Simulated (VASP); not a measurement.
# Te2Mo (P6_3/mmc) in VASP: notebook

The runs below take Te2Mo through single point, with PBE+D3(BJ), PBE+D4, PBE, LDA.

Everything below comes from runs of VASP 6.6.1. Logs are shortened: lines on timing, memory, paths and dates and some standing lists are left out, and cuts for length are marked.

**What was measured.**

From “Broadband infrared study of pressure-tunable Fano resonance and metallization transition in 2H-MoTe2”, 2022, pmc:9569381, for a bulk crystal of Te2Mo at 300 K: band gap 0.88 ± 0.05 eV (indirect).

How close the calculation comes is told below.

## Step 1: The cell of the first run

The structure is hexagonal, space group P6_3/mmc (No. 194). Conventional cell: a = 3.496 Å, b = 3.496 Å, c = 13.701 Å, α = 90.00°, β = 90.00°, γ = 120.00°. Te (site symmetry 3m) has 3 Mo at 2.72 Å and 6 Te at 3.50 Å within 3.6 Å. Within 3.6 Å of Mo (site symmetry -6m2) lie 6 Te at 2.72 Å and 6 Mo at 3.50 Å.

## Step 2: Single point, PBE+D3(BJ)

Contents of INCAR:

```
  PREC = Accurate
  ENCUT = 520
  EDIFF = 1E-7
  ISMEAR = -1
  SIGMA = 0.02
  LREAL = F
  LASPH = T
  NELM = 60
  ALGO = Normal
  ISIF = 2
  LWAVE = F
  LCHARG = T
  GGA = PE
  IVDW = 12
  LELF = T
  LVHAR = T
  NBANDS = 35
```

Contents of KPOINTS:

```
regular mesh
0
Gamma
  12 12 2
```

Contents of POSCAR:

```
Te2Mo
1.0
    3.4964011459      0.0000000000      0.0000000000
   -1.7482005730      3.0279722142      0.0000000000
    0.0000000000      0.0000000000     13.7008445072
Te Mo
4 2
Direct
    0.3333333333      0.6666666667      0.6173401540
    0.6666666667      0.3333333333      0.1173401540
    0.3333333333      0.6666666667      0.8826598460
    0.6666666667      0.3333333333      0.3826598460
    0.3333333333      0.6666666667      0.2500000000
    0.6666666667      0.3333333333      0.7500000000
```

Potentials or basis: VASP PAW PBE potentials, release 64 (Te, Mo_sv).

Command:

```sh
cat potpaw_PBE.64/Te/POTCAR potpaw_PBE.64/Mo_sv/POTCAR > POTCAR
mpirun -np 1 vasp_std > vasp.out
```

OUTCAR:

```text
PREC = Accurate
   ENCUT = 520
   EDIFF = 1E-7
   ISMEAR = -1
   LREAL = F
   LASPH = T
   NELM = 60
   ISIF = 2
   GGA = PE
   IVDW = 12
 IVDW          = 12

 ion  position               nearest neighbor table
   1  0.333  0.667  0.617-   6 2.72   6 2.72   6 2.72   3 3.64
   2  0.667  0.333  0.117-   5 2.72   5 2.72   5 2.72   4 3.64
   3  0.333  0.667  0.883-   6 2.72   6 2.72   6 2.72   1 3.64
   4  0.667  0.333  0.383-   5 2.72   5 2.72   5 2.72   2 3.64
   5  0.333  0.667  0.250-   2 2.72   4 2.72   2 2.72   4 2.72   2 2.72   4 2.72
   6  0.667  0.333  0.750-   1 2.72   3 2.72   1 2.72   3 2.72   1 2.72   3 2.72

  LATTYP: Found a hexagonal cell.
 ALAT       =     3.4964011459
 C/A-ratio  =     3.9185562341

  Lattice vectors:

 A1 = (   3.4964011459,   0.0000000000,   0.0000000000)
 A2 = (  -1.7482005730,   3.0279722142,   0.0000000000)
 A3 = (   0.0000000000,   0.0000000000,  13.7008445072)

Analysis of symmetry for initial positions (statically):
=====================================================================
 Subroutine PRICEL returns:
 Original cell was already a primitive cell.

 Routine SETGRP: Setting up the symmetry group for a
 hexagonal supercell.

 Subroutine GETGRP returns: Found 24 space group operations
 (whereof 12 operations were pure point group operations)
 out of a pool of 24 trial point group operations.

The static configuration has the point symmetry D_3d.
 The point group associated with its full space group is D_6h.

Analysis of symmetry for dynamics (positions and initial velocities):
=====================================================================
 Subroutine PRICEL returns:
 Original cell was already a primitive cell.

 Routine SETGRP: Setting up the symmetry group for a
 hexagonal supercell.

 Subroutine GETGRP returns: Found 24 space group operations
 (whereof 12 operations were pure point group operations)
 out of a pool of 24 trial point group operations.

The dynamic configuration has the point symmetry D_3d.
 The point group associated with its full space group is D_6h.

 Subroutine INISYM returns: Found 24 space group operations
 (whereof 12 operations are pure point group operations),
 and found     1 'primitive' translations

----------------------------------------------------------------------------------------

                                     Primitive cell

  volume of cell :     145.0509

  direct lattice vectors                    reciprocal lattice vectors
     3.496401146  0.000000000  0.000000000     0.286008372  0.165127011  0.000000000
    -1.748200573  3.027972214  0.000000000     0.000000000  0.330254021  0.000000000
     0.000000000  0.000000000 13.700844507     0.000000000  0.000000000  0.072988202

  length of vectors
     3.496401146  3.496401146 13.700844507     0.330254021  0.330254021  0.072988202

  position of ions in fractional coordinates (direct lattice)
     0.333333333  0.666666667  0.617340154
     0.666666667  0.333333333  0.117340154
     0.333333333  0.666666667  0.882659846
     0.666666667  0.333333333  0.382659846
     0.333333333  0.666666667  0.250000000
     0.666666667  0.333333333  0.750000000

  ion indices of the primitive-cell ions
   primitive index   ion index
                 1           1
                 2           2
                 3           3
                 4           4
                 5           5
                 6           6

----------------------------------------------------------------------------------------

 KPOINTS: regular mesh

Automatic generation of k-mesh.
 Grid dimensions read from file:
 generate k-points for:   12   12    2

 Generating k-lattice:

  Cartesian coordinates                     Fractional coordinates (reciprocal lattice)
     0.023834031  0.013760584  0.000000000     0.083333333  0.000000000  0.000000000
     0.000000000  0.027521168  0.000000000     0.000000000  0.083333333  0.000000000
     0.000000000  0.000000000  0.036494101     0.000000000  0.000000000  0.500000000

  Length of vectors
     0.027521168  0.027521168  0.036494101

  Shift w.r.t. Gamma in fractional coordinates (k-lattice)
     0.000000000  0.000000000  0.000000000

 Subroutine IBZKPT returns following result:
 ===========================================

 Found     38 irreducible k-points:

 Following reciprocal coordinates:
            Coordinates               Weight
  0.000000  0.000000  0.000000      1.000000
  0.083333  0.000000  0.000000      6.000000
  0.166667  0.000000  0.000000      6.000000
  0.250000  0.000000  0.000000      6.000000
  0.333333 -0.000000  0.000000      6.000000
  0.416667 -0.000000  0.000000      6.000000
[... 16 lines left out ...]
  0.250000  0.000000  0.500000      6.000000
  0.333333 -0.000000  0.500000      6.000000
 [... further k-points ...]
   k-points           NKPTS =     38   k-points in BZ     NKDIM =     38   number of bands    NBANDS=     35
   number of dos      NEDOS =    301   number of ions     NIONS =      6
   total plane-waves  NPLWV =  84672
   dimension x,y,z NGX =    28 NGY =   28 NGZ =  108
   dimension x,y,z NGXF=    56 NGYF=   56 NGZF=  216
   ions per type =               4   2
   NGX,Y,Z   is equivalent  to a cutoff of  13.31, 13.31, 13.10 a.u.
   NGXF,Y,Z  is equivalent  to a cutoff of  26.63, 26.63, 26.21 a.u.
 SYSTEM =  unknown system
   PREC   = accura    normal or accurate (medium, high low for compatibility)
   ISTART =      0    job   : 0-new  1-cont  2-samecut
   ICHARG =      2    charge: 1-file 2-atom 10-const
   ISPIN  =      1    spin polarized calculation?
   LNONCOLLINEAR =      F non collinear calculations
   LSORBIT =      F    spin-orbit coupling
   LASPH  =      T    aspherical Exc in radial PAW
   ENCUT  =  520.0 eV  38.22 Ry    6.18 a.u.   6.50  6.50 25.47*2*pi/ulx,y,z
   NELM   =     60;   NELMIN=  2; NELMDL= -5     # of ELM steps
   EDIFF  = 0.1E-06   stopping-criterion for ELM
   LREAL  =      F    real-space projection
   EDIFFG = 0.1E-05   stopping-criterion for IOM
   NSW    =      0    number of steps for IOM
   IBRION =     -1    ionic relax: 0-MD 1-quasi-New 2-CG
   NFREE  =      0    steps in history (QN), initial steepest desc. (CG)
   ISIF   =      2    stress and relaxation
   ISYM   =      2    0-nonsym 1-usesym 2-fastsym
   POTIM  = 0.5000    time-step for ionic-motion
   TEBEG  =    0.0;   TEEND  =   0.0 temperature during run
   PSTRESS=    0.0 pullay stress
   NELECT =      52.0000    total number of electrons
   NUPDOWN=      -1.0000    fix difference up-down
   EMIN   =  10.00;   EMAX   =-10.00  energy-range for DOS
   EFERMI =   0.00;   METHOD = LEGACY
   ISMEAR =    -1;   SIGMA  =   0.02  broadening in eV -4-tet -1-fermi 0-gaus
   EFERMI_NEDOS =   21; number of points for ismear=-14 and -15
   IALGO  =     38    algorithm
   IMIX   =      4    mixing-type and parameters
     AMIX     =   0.40;   BMIX     =  1.00
     AMIX_MAG =   1.60;   BMIX_MAG =  1.00
  volume/ion in A,a.u.               =      24.18       163.14
  Fermi-wavevector in a.u.,A,eV,Ry     =   1.162972  2.197698 18.401921  1.352503
  Thomas-Fermi vector in A             =   2.299527
   LORBIT       =      0    0 simple, 1 ext, 2 COOP (PROOUT), +10 PAW based schemes
   GGA     = PE    functional components
   LHFCALC =     F    Hartree Fock is set to
   AEXX    =    0.0000 exact exchange contribution
   IVDW    =    12    specifies the selected vdW correction
   LEPSILON=     F    determine dielectric tensor
   LRPA    =     F    only Hartree local field effects (RPA)
 non-spin polarized calculation
  energy-cutoff  :      520.00
  volume of cell :      145.05
 maximum number of plane-waves:      3974
 NGX is ok and might be reduce to    28
   NGX = 13   NGY = 13   NGZ = 51

 number of electron      51.9999999 magnetization

 Free energy of the ion-electron system (eV)
  ---------------------------------------------------
  ext. energy  EPLUGINS =         0.00000000
  ---------------------------------------------------
  free energy    TOTEN  =       -35.90697347 eV

  energy without entropy =      -35.90697347  energy(sigma->0) =      -35.90697347

 E-fermi :   8.9411     XC(G=0): -10.6411

 val. band max:        8.6309055236   @ k =   0.0000   0.0000   0.0000
 cond. band min:       9.2778466887   @ k =   0.2500   0.1667   0.0000
 fundamental gap:      0.6469411651
 Fermi energy:         8.9411144217

 k-point     1 :       0.0000    0.0000    0.0000
  band No.  band energies     occupation
      1     -52.2225      2.00000
      2     -52.2225      2.00000
      3     -26.3994      2.00000
      4     -26.3994      2.00000
      5     -26.2582      2.00000
      6     -26.2582      2.00000
[... 27 lines left out ...]
     34      12.0424      0.00000
     35      14.4615      0.00000

 k-point     2 :       0.0833    0.0000    0.0000
  band No.  band energies     occupation
      1     -52.2218      2.00000
      2     -52.2218      2.00000
      3     -26.3974      2.00000
      4     -26.3974      2.00000
      5     -26.2676      2.00000
      6     -26.2676      2.00000
[... 27 lines left out ...]
     34      11.8533      0.00000
     35      14.9143      0.00000

 k-point     3 :       0.1667    0.0000    0.0000
  band No.  band energies     occupation
      1     -52.2199      2.00000
      2     -52.2199      2.00000
      3     -26.3918      2.00000
      4     -26.3917      2.00000
      5     -26.2931      2.00000
      6     -26.2931      2.00000
[... 27 lines left out ...]
     34      12.0555      0.00000
     35      15.0658      0.00000
[... 723 lines left out ...]
 k-point    23 :       0.2500    0.0000    0.5000
  band No.  band energies     occupation
      1     -52.2172      2.00000
      2     -52.2172      2.00000
      3     -26.3841      2.00000
      4     -26.3841      2.00000
      5     -26.3277      2.00000
      6     -26.3277      2.00000
[... 27 lines left out ...]
     34      12.0214      0.00000
     35      14.6147      0.00000

 k-point    24 :       0.3333   -0.0000    0.5000
  band No.  band energies     occupation
      1     -52.2146      2.00000
      2     -52.2146      2.00000
      3     -26.3764      2.00000
      4     -26.3764      2.00000
      5     -26.3621      2.00000
      6     -26.3621      2.00000
[... 27 lines left out ...]
     34      12.0826      0.00000
     35      13.7225      0.00000

 [... further k-points ...]

------------------------ aborting loop because EDIFF is reached ----------------------------------------

 Edisp (eV)   -3.32386

 E8    (eV) :    -1.5315

  FORCE on cell =-STRESS in cart. coord.  units (eV):
  Direction    XX          YY          ZZ          XY          YZ          ZX
  --------------------------------------------------------------------------------------
  -------------------------------------------------------------------------------------
  Total      -0.01889    -0.01889     0.02379     0.00000     0.00000     0.00000
  in kB      -0.20866    -0.20866     0.26278     0.00000     0.00000     0.00000
  external pressure =       -0.05 kB  Pullay stress =        0.00 kB

 VOLUME and BASIS-vectors are now :
 -----------------------------------------------------------------------------
  energy-cutoff  :      520.00
  volume of cell :      145.05
      direct lattice vectors                 reciprocal lattice vectors
     3.496401146  0.000000000  0.000000000     0.286008372  0.165127011  0.000000000
    -1.748200573  3.027972214  0.000000000     0.000000000  0.330254021  0.000000000
     0.000000000  0.000000000 13.700844507     0.000000000  0.000000000  0.072988202

 POSITION                                       TOTAL-FORCE (eV/Angst)
 -----------------------------------------------------------------------------------
     -0.00000      2.01865      8.45808        -0.000000      0.000000     -0.009904
      1.74820      1.00932      1.60766         0.000000      0.000000     -0.009904
     -0.00000      2.01865     12.09319        -0.000000      0.000000      0.009904
      1.74820      1.00932      5.24276         0.000000      0.000000      0.009904
     -0.00000      2.01865      3.42521        -0.000000     -0.000000     -0.000000
      1.74820      1.00932     10.27563         0.000000      0.000000     -0.000000
 -----------------------------------------------------------------------------------
    total drift:                               -0.000000      0.000000     -0.000000

  FREE ENERGIE OF THE ION-ELECTRON SYSTEM (eV)
  ---------------------------------------------------
  free  energy   TOTEN  =       -39.2308355419 eV

  energy  without entropy=      -39.2308355390  energy(sigma->0) =      -39.23083554
```

It took 5.4 min on 1 thread of Intel Xeon 6975P-C, shared host; peak memory 0.38 GiB.

What came out:

- Free energy: -39.2308 eV
- Pressure: 0.0 GPa
- Largest force: 0.010 eV/Å
- Band gap on the k mesh: 0.65 eV, indirect (least direct gap 1.04 eV)
- Dispersion energy per atom: -0.554 eV

Forces in eV/Å, atoms in the order of the input:
```
Te   0.000  0.000 -0.010
Te   0.000  0.000 -0.010
Te   0.000  0.000  0.010
Te   0.000  0.000  0.010
Mo   0.000  0.000  0.000
Mo   0.000  0.000  0.000
```

Levels at points of the mesh, in eV from the valence-band top:
| k point | band 23 | band 24 | band 25 | band 26 | band 27 | band 28 | band 29 | band 30 |
| --- | --- | --- | --- | --- | --- | --- | --- | --- |
| (0.00, 0.00, 0.00) | -1.01 | -1.01 | -0.18 | 0.00 | 2.87 | 2.87 | 3.05 | 3.05 |
| (0.50, 0.00, 0.00) | -1.10 | -1.03 | -0.66 | -0.26 | 1.26 | 1.34 | 1.41 | 1.82 |
| (0.00, 0.00, 0.50) | -1.04 | -1.04 | -0.05 | -0.05 | 2.91 | 2.91 | 2.91 | 2.91 |
| (0.50, 0.00, 0.50) | -1.04 | -1.04 | -0.46 | -0.46 | 1.29 | 1.29 | 1.63 | 1.63 |

Caveat: spin-orbit coupling is left out, which moves the levels of the heavy elements.

## Step 3: Single point, PBE+D4

This run uses another cell than the first one, of 24.31 Å³/atom, 1.005 times its volume.

Contents of INCAR:

```
  ALGO = Normal
  EDIFF = 1E-6
  ENCUT = 520
  GGA = PE
  ISIF = 2
  ISMEAR = -1
  IVDW = 13
  LASPH = True
  LCHARG = False
  LREAL = False
  LWAVE = False
  NBANDS = 35
  NELM = 60
  PREC = Accurate
  SIGMA = 0.02
```

Contents of KPOINTS:

```
k-points
0
Gamma
  12 12 2
```

Contents of POSCAR:

```
Te2Mo
1.0
    3.5019477552      0.0000000000      0.0000000000
   -1.7509738776      3.0327757187      0.0000000000
    0.0000000000      0.0000000000     13.7318754135
Te Mo
4 2
Direct
    0.3333333333      0.6666666667      0.6177935362
    0.6666666667      0.3333333333      0.1177935362
    0.3333333333      0.6666666667      0.8822064638
    0.6666666667      0.3333333333      0.3822064638
    0.3333333333      0.6666666667      0.2500000000
    0.6666666667      0.3333333333      0.7500000000
```

Potentials or basis: VASP PAW PBE potentials, release 64 (Te, Mo_sv).

Command:

```sh
cat potpaw_PBE.64/Te/POTCAR potpaw_PBE.64/Mo_sv/POTCAR > POTCAR
mpirun -np 1 vasp_std > vasp.out
```

Wall time 4.6 min (1 thread of Intel Xeon 6975P-C, shared host); peak memory 0.38 GiB.

Results (log left out):

```yaml
Free_energy: -39.3652 eV
Pressure: 0.0 GPa
Largest_force: 0.005 eV/Å
Band_gap_on_the_k_mesh: 0.66 eV, indirect (least direct gap 1.06 eV)
Dispersion_energy_per_atom: -0.574 eV
```

Forces in eV/Å, atoms in the order of the input:
```
Te   0.000  0.000 -0.005
Te   0.000  0.000 -0.005
Te   0.000  0.000  0.005
Te   0.000  0.000  0.005
Mo   0.000  0.000  0.000
Mo   0.000  0.000  0.000
```

Stress tensor (GPa, compression positive):
```
-0.06  0.00  0.00
 0.00 -0.06  0.00
 0.00  0.00  0.04
```

Levels at points of the mesh, in eV from the valence-band top:
```csv
k point,band 24,band 25,band 26,band 27,band 28,band 29
"(0.00, 0.00, 0.00)",-1.02,-0.19,0.00,2.86,2.86,3.04
"(0.50, 0.00, 0.00)",-1.02,-0.66,-0.28,1.25,1.32,1.41
"(0.00, 0.00, 0.50)",-1.04,-0.05,-0.05,2.90,2.90,2.90
"(0.50, 0.00, 0.50)",-1.03,-0.47,-0.47,1.28,1.28,1.63
```

Caveat: spin-orbit coupling is left out, which moves the levels of the heavy elements.

(Part 1 of 2 ends here.)
